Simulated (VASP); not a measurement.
Write the native input for VASP 6.6.1 that does the following.

| Item | Value |
| --- | --- |
| Task | single point |
| Functional | PBE |
| Potentials or basis | VASP PAW PBE potentials, release 64 (B, As) |
| Cutoff | 520 eV |
| k mesh | 6 × 6 × 6 |
| Occupations | gaussian, width 0.1 eV |
| Spin | no spin polarisation |
| Dipole correction | no |
| Further INCAR settings | ALGO = Normal; EDIFF = 1e-07; NBANDS = 24 |

The structure of B3As4 lies in POSCAR:

```
B3As4
1.0
    4.7690676896      0.0000000000      0.0000000000
    0.0000000000      4.7690676896      0.0000000000
    0.0000000000      0.0000000000      4.7690676896
B As
3 4
Direct
    0.5000000000      0.0000000000      0.5000000000
    0.0000000000      0.5000000000      0.5000000000
    0.5000000000      0.5000000000      0.0000000000
    0.7523862816      0.7523862816      0.2476137184
    0.2476137184      0.2476137184      0.2476137184
    0.7523862816      0.2476137184      0.7523862816
    0.2476137184      0.7523862816      0.7523862816
```

One way to write it, as run:

INCAR

```
  ALGO = Normal
  EDIFF = 1E-7
  ENCUT = 520
  GGA = PE
  ISIF = 2
  ISMEAR = 0
  LASPH = T
  LCHARG = T
  LELF = T
  LREAL = F
  LVHAR = T
  LWAVE = F
  NBANDS = 24
  NELM = 60
  PREC = Accurate
  SIGMA = 0.1
```

KPOINTS

```
k-points
0
Gamma
  6 6 6
```

Potentials or basis: VASP PAW PBE potentials, release 64 (B, As).

The run is started by

```bash
$ cat potpaw_PBE.64/B/POTCAR potpaw_PBE.64/As/POTCAR > POTCAR
$ mpirun -np 1 vasp_std > vasp.out
```

It gave:

| Quantity | Value |
| --- | --- |
| Pressure | 0.4 GPa |
| Largest force | 0.047 eV/Å |

It took 41 s on 1 thread of Intel(R) Xeon(R) Platinum 8259CL CPU @ 2.50GHz (Skylake/Cascade Lake), with other jobs on the host, peak memory 0.21 GiB.
